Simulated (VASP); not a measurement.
# Au (Fm-3m) in VASP: notebook

Runs on Au. Level: LDA. Tasks: single point, relaxation of cell and atoms.

All numbers are computed with VASP 6.6.1; they aren't measurements. Logs are shortened: lines on timing, memory, paths and dates and some standing lists are left out, and cuts for length are marked.

**1. The cell of the first run**

It takes space group Fm-3m (No. 225, cubic). The conventional cell has a = 4.049 Å, b = 4.049 Å, c = 4.049 Å, α = 90.00°, β = 90.00°, γ = 90.00°. Au (site symmetry m-3m) has 12 Au at 2.86 Å within 3.8 Å.

**2. Single point, LDA**

INCAR

```
SYSTEM = Au
ALGO = Normal ; EDIFF = 1E-6
ENCUT = 520 ; GGA = CA
ISIF = 2 ; ISMEAR = 0
LASPH = .TRUE. ; LCHARG = .TRUE.
LELF = .TRUE. ; LREAL = .FALSE.
LVHAR = .TRUE. ; LWAVE = .FALSE.
NBANDS = 12 ; NELM = 60
PREC = Accurate ; SIGMA = 0.1
```

KPOINTS

```
k-points
0
G
  18 18 18
  0 0 0
```

POSCAR

```
Au
1.0
    0.0000000000      2.0243168678      2.0243168678
    2.0243168678      0.0000000000      2.0243168678
    2.0243168678      2.0243168678      0.0000000000
Au
1
Direct
    0.0000000000      0.0000000000      0.0000000000
```

Potentials or basis: VASP PAW LDA potentials, release 64 (Au).

Launch:

```bash
cat potpaw_LDA.64/Au/POTCAR > POTCAR
mpirun -np 1 vasp_std > vasp.out
```

OUTCAR:

```text
SYSTEM = Au
   EDIFF = 1E-6
   ENCUT = 520
   GGA = CA
   ISIF = 2
   ISMEAR = 0
   LASPH = .TRUE.
   LREAL = .FALSE.
   NELM = 60
   PREC = Accurate

 ion  position               nearest neighbor table
   1  0.000  0.000  0.000-

  LATTYP: Found a face centered cubic cell.
 ALAT       =     4.0486337356

  Lattice vectors:

 A1 = (   0.0000000000,   2.0243168678,   2.0243168678)
 A2 = (   2.0243168678,   0.0000000000,   2.0243168678)
 A3 = (   2.0243168678,   2.0243168678,   0.0000000000)

Analysis of symmetry for initial positions (statically):
=====================================================================
 Subroutine PRICEL returns:
 Original cell was already a primitive cell.

 Routine SETGRP: Setting up the symmetry group for a
 face centered cubic supercell.

 Subroutine GETGRP returns: Found 48 space group operations
 (whereof 48 operations were pure point group operations)
 out of a pool of 48 trial point group operations.

The static configuration has the point symmetry O_h .

Analysis of symmetry for dynamics (positions and initial velocities):
=====================================================================
 Subroutine PRICEL returns:
 Original cell was already a primitive cell.

 Routine SETGRP: Setting up the symmetry group for a
 face centered cubic supercell.

 Subroutine GETGRP returns: Found 48 space group operations
 (whereof 48 operations were pure point group operations)
 out of a pool of 48 trial point group operations.

The dynamic configuration has the point symmetry O_h .

 Subroutine INISYM returns: Found 48 space group operations
 (whereof 48 operations are pure point group operations),
 and found     1 'primitive' translations

----------------------------------------------------------------------------------------

                                     Primitive cell

  volume of cell :      16.5907

  direct lattice vectors                    reciprocal lattice vectors
     0.000000000  2.024316868  2.024316868    -0.246996904  0.246996904  0.246996904
     2.024316868  0.000000000  2.024316868     0.246996904 -0.246996904  0.246996904
     2.024316868  2.024316868  0.000000000     0.246996904  0.246996904 -0.246996904

  length of vectors
     2.862816369  2.862816369  2.862816369     0.427811188  0.427811188  0.427811188

  position of ions in fractional coordinates (direct lattice)
     0.000000000  0.000000000  0.000000000

  ion indices of the primitive-cell ions
   primitive index   ion index
                 1           1

----------------------------------------------------------------------------------------

 KPOINTS: k-points

Automatic generation of k-mesh.
 Grid dimensions read from file:
 generate k-points for:   18   18   18

 Generating k-lattice:

  Cartesian coordinates                     Fractional coordinates (reciprocal lattice)
    -0.013722050  0.013722050  0.013722050     0.055555556  0.000000000  0.000000000
     0.013722050 -0.013722050  0.013722050     0.000000000  0.055555556  0.000000000
     0.013722050  0.013722050 -0.013722050     0.000000000  0.000000000  0.055555556

  Length of vectors
     0.023767288  0.023767288  0.023767288

  Shift w.r.t. Gamma in fractional coordinates (k-lattice)
     0.000000000  0.000000000  0.000000000

 Subroutine IBZKPT returns following result:
 ===========================================

 Found    195 irreducible k-points:

 Following reciprocal coordinates:
            Coordinates               Weight
  0.000000  0.000000  0.000000      1.000000
  0.055556  0.000000  0.000000      8.000000
  0.111111  0.000000  0.000000      8.000000
  0.166667  0.000000  0.000000      8.000000
  0.222222  0.000000  0.000000      8.000000
  0.277778  0.000000  0.000000      8.000000
[... 16 lines left out ...]
 -0.277778  0.055556  0.000000     24.000000
 -0.222222  0.055556  0.000000     24.000000
 [... further k-points ...]
   k-points           NKPTS =    195   k-points in BZ     NKDIM =    195   number of bands    NBANDS=     12
   number of dos      NEDOS =    301   number of ions     NIONS =      1
   total plane-waves  NPLWV =  13824
   dimension x,y,z NGX =    24 NGY =   24 NGZ =   24
   dimension x,y,z NGXF=    48 NGYF=   48 NGZF=   48
   ions per type =               1
   NGX,Y,Z   is equivalent  to a cutoff of  13.94, 13.94, 13.94 a.u.
   NGXF,Y,Z  is equivalent  to a cutoff of  27.87, 27.87, 27.87 a.u.
 SYSTEM =  Au
   PREC   = accura    normal or accurate (medium, high low for compatibility)
   ISTART =      0    job   : 0-new  1-cont  2-samecut
   ICHARG =      2    charge: 1-file 2-atom 10-const
   ISPIN  =      1    spin polarized calculation?
   LNONCOLLINEAR =      F non collinear calculations
   LSORBIT =      F    spin-orbit coupling
   LASPH  =      T    aspherical Exc in radial PAW
   ENCUT  =  520.0 eV  38.22 Ry    6.18 a.u.   5.32  5.32  5.32*2*pi/ulx,y,z
   NELM   =     60;   NELMIN=  2; NELMDL= -5     # of ELM steps
   EDIFF  = 0.1E-05   stopping-criterion for ELM
   LREAL  =      F    real-space projection
   EDIFFG = 0.1E-04   stopping-criterion for IOM
   NSW    =      0    number of steps for IOM
   IBRION =     -1    ionic relax: 0-MD 1-quasi-New 2-CG
   NFREE  =      0    steps in history (QN), initial steepest desc. (CG)
   ISIF   =      2    stress and relaxation
   ISYM   =      2    0-nonsym 1-usesym 2-fastsym
   POTIM  = 0.5000    time-step for ionic-motion
   TEBEG  =    0.0;   TEEND  =   0.0 temperature during run
   PSTRESS=    0.0 pullay stress
   NELECT =      11.0000    total number of electrons
   NUPDOWN=      -1.0000    fix difference up-down
   EMIN   =  10.00;   EMAX   =-10.00  energy-range for DOS
   EFERMI =   0.00;   METHOD = LEGACY
   ISMEAR =     0;   SIGMA  =   0.10  broadening in eV -4-tet -1-fermi 0-gaus
   EFERMI_NEDOS =   21; number of points for ismear=-14 and -15
   IALGO  =     38    algorithm
   IMIX   =      4    mixing-type and parameters
     AMIX     =   0.40;   BMIX     =  1.00
     AMIX_MAG =   1.60;   BMIX_MAG =  1.00
  volume/ion in A,a.u.               =      16.59       111.96
  Fermi-wavevector in a.u.,A,eV,Ry     =   1.427526  2.697632 27.726351  2.037829
  Thomas-Fermi vector in A             =   2.547686
   LORBIT       =      0    0 simple, 1 ext, 2 COOP (PROOUT), +10 PAW based schemes
   GGA     = CA    functional components
   LHFCALC =     F    Hartree Fock is set to
   AEXX    =    0.0000 exact exchange contribution
   IVDW    =     0    specifies the selected vdW correction
   LEPSILON=     F    determine dielectric tensor
   LRPA    =     F    only Hartree local field effects (RPA)
 non-spin polarized calculation
 Gauss-broadening in eV      SIGMA  =   0.10
  energy-cutoff  :      520.00
  volume of cell :       16.59
 maximum number of plane-waves:       459
 NGX is ok and might be reduce to    24
   NGX = 11   NGY = 11   NGZ = 11

 number of electron      10.9999999 magnetization

 Free energy of the ion-electron system (eV)
  ---------------------------------------------------
  ext. energy  EPLUGINS =         0.00000000
  ---------------------------------------------------
  free energy    TOTEN  =        -4.44607731 eV

  energy without entropy =       -4.44461839  energy(sigma->0) =       -4.44534785

 E-fermi :   9.7254     XC(G=0): -13.1386

 val. band max:        9.7155666482   @ k =   0.5000   0.1667   0.0556
 cond. band min:       9.7391095671   @ k =   0.5000   0.2778   0.1111
 fundamental gap:      0.0235429189
 Fermi energy:         9.7253629109

 k-point     1 :       0.0000    0.0000    0.0000
  band No.  band energies     occupation
      1      -0.4559      2.00000
      2       4.8891      2.00000
      3       4.8891      2.00000
      4       4.8891      2.00000
      5       6.5022      2.00000
      6       6.5022      2.00000
      7      24.1911      0.00000
      8      28.3007      0.00000
      9      28.3007      0.00000
     10      28.3007      0.00000
     11      33.4169      0.00000
     12      38.3004      0.00000

 k-point     2 :       0.0556    0.0000    0.0000
  band No.  band energies     occupation
      1      -0.3452      2.00000
      2       4.8511      2.00000
      3       4.9284      2.00000
      4       4.9284      2.00000
      5       6.4836      2.00000
      6       6.4836      2.00000
      7      24.3301      0.00000
      8      27.6029      0.00000
      9      28.4397      0.00000
     10      28.4397      0.00000
     11      34.0395      0.00000
     12      36.8592      0.00000

 k-point     3 :       0.1111    0.0000    0.0000
  band No.  band energies     occupation
      1      -0.0220      2.00000
      2       4.7545      2.00000
      3       5.0312      2.00000
      4       5.0312      2.00000
      5       6.4455      2.00000
      6       6.4455      2.00000
      7      24.6640      0.00000
      8      26.1361      0.00000
      9      28.8352      0.00000
     10      28.8352      0.00000
     11      33.8473      0.00000
     12      36.1959      0.00000
[... 286 lines left out ...]
 k-point    23 :      -0.2778    0.0556    0.0000
  band No.  band energies     occupation
      1       1.8838      2.00000
      2       4.9188      2.00000
      3       5.1565      2.00000
      4       5.1747      2.00000
      5       6.6918      2.00000
      6       7.2523      2.00000
      7      19.2877      0.00000
      8      24.9761      0.00000
      9      27.8798      0.00000
     10      30.5454      0.00000
     11      31.4792      0.00000
     12      33.0439      0.00000

 k-point    24 :      -0.2222    0.0556    0.0000
  band No.  band energies     occupation
      1       1.3816      2.00000
      2       4.6007      2.00000
      3       5.2108      2.00000
      4       5.2514      2.00000
      5       6.3946      2.00000
      6       6.9045      2.00000
      7      21.4797      0.00000
      8      25.3840      0.00000
      9      28.4891      0.00000
     10      30.6838      0.00000
     11      31.4035      0.00000
     12      32.8127      0.00000

 [... further k-points ...]
[... 5 lines left out ...]
  --------------------------------------------------------------------------------------
  -------------------------------------------------------------------------------------
  Total        0.0482471      0.0482471      0.0482471      0.0000000     -0.0000000     -0.0000000
  in kB        4.6592549      4.6592549      4.6592549      0.0000000     -0.0000000     -0.0000000
  external PRESSURE =       4.6592549 kB  Pullay stress =       0.0000000 kB

 VOLUME and BASIS-vectors are now :
 -----------------------------------------------------------------------------
  energy-cutoff  :      520.00
  volume of cell :       16.59
      direct lattice vectors                 reciprocal lattice vectors
     0.000000000  2.024316868  2.024316868    -0.246996904  0.246996904  0.246996904
     2.024316868  0.000000000  2.024316868     0.246996904 -0.246996904  0.246996904
     2.024316868  2.024316868  0.000000000     0.246996904  0.246996904 -0.246996904

 POSITION                                       TOTAL-FORCE (eV/Angst)
 -----------------------------------------------------------------------------------
      0.00000      0.00000      0.00000        -0.000000      0.000000      0.000000
 -----------------------------------------------------------------------------------
    total drift:                               -0.000000      0.000000     -0.000000

  FREE ENERGIE OF THE ION-ELECTRON SYSTEM (eV)
  ---------------------------------------------------
  free  energy   TOTEN  =        -4.4460773052 eV

  energy  without entropy=       -4.4446183872  energy(sigma->0) =       -4.44534785
```

It took 14 s on 1 thread of Intel Xeon Platinum 8559C (Emerald Rapids), shared host; peak memory 0.15 GiB.

Results:

| Quantity | Value |
| --- | --- |
| Free energy | -4.4461 eV |
| Pressure | 0.5 GPa |

Caveat: spin-orbit coupling is left out, which moves the levels of the heavy elements.

**3. Relaxation of cell and atoms, LDA**

This run uses another cell than the first one, of 16.70 Å³/atom, 1.007 times its volume.

INCAR

```
SYSTEM = Au
PREC = Accurate ; ENCUT = 600
EDIFF = 1E-7 ; ISMEAR = 0
SIGMA = 0.1 ; LREAL = .False.
LASPH = .True. ; NELM = 60
ALGO = Normal ; ISIF = 3
LWAVE = .False. ; LCHARG = .False.
GGA = CA ; IBRION = 2
NSW = 100 ; EDIFFG = -0.005
```

KPOINTS

```
regular mesh
0
Gamma
  18 18 18
  0 0 0
```

POSCAR

```
Au
1.0
    0.0000000000      2.0287962931      2.0287962931
    2.0287962931      0.0000000000      2.0287962931
    2.0287962931      2.0287962931      0.0000000000
Au
1
Direct
    0.0000000000      0.0000000000      0.0000000000
```

Potentials or basis: VASP PAW LDA potentials, release 64 (Au).

Launch:

```bash
cat potpaw_LDA.64/Au/POTCAR > POTCAR
mpirun -np 1 vasp_std > vasp.out
```

It took 25 s on 1 thread of Intel Xeon Platinum 8559C (Emerald Rapids), shared host; peak memory 0.16 GiB.

The run converged. Its results:

```
Free energy                            : -4.4461 eV
Relaxed volume                         : 16.64 Å³/atom
Relaxed cell                           : a = 2.866 Å, b = 2.866 Å, c = 2.866 Å, α = 60.00°, β = 60.00°, γ = 60.00°
Space group after relaxing (to 0.05 Å) : Fm-3m (No. 225)
Energy gained by relaxing              : 0.1 meV/atom
Ionic steps                            : 3
Pressure after relaxing                : 0.0 GPa
```

The path:
| step | energy change (eV) | largest force (eV/Å) | pressure (GPa) | volume (Å³) |
| --- | --- | --- | --- | --- |
| 1 | 0.0000 | 0.0000 | -0.72 | 16.70 |
| 2 | 0.0004 | 0.0000 | 1.41 | 16.52 |
| 3 | -0.0001 | 0.0000 | 0.00 | 16.64 |

Final structure:
```
Au
1.0
     0.00000    2.02624    2.02624
     2.02624    0.00000    2.02624
     2.02624    2.02624    0.00000
Au
1
Direct
  0.00000 0.00000 0.00000
```

Levels at points of the mesh, in eV from the Fermi level:
```csv
k point,band 3,band 4,band 5,band 6,band 7,band 8,band 9
"(0.00, 0.00, 0.00)",-4.82,-4.82,-3.21,-3.21,14.47,18.57,18.57
"(0.50, 0.00, 0.00)",-4.85,-1.96,-1.96,-1.10,3.20,13.93,17.22
"(0.50, 0.50, 0.00)",-1.99,-1.62,-1.62,0.92,5.96,10.01,10.01
```

Caveat: spin-orbit coupling is left out, which moves the levels of the heavy elements.

(Continued in part 2 of 2.)
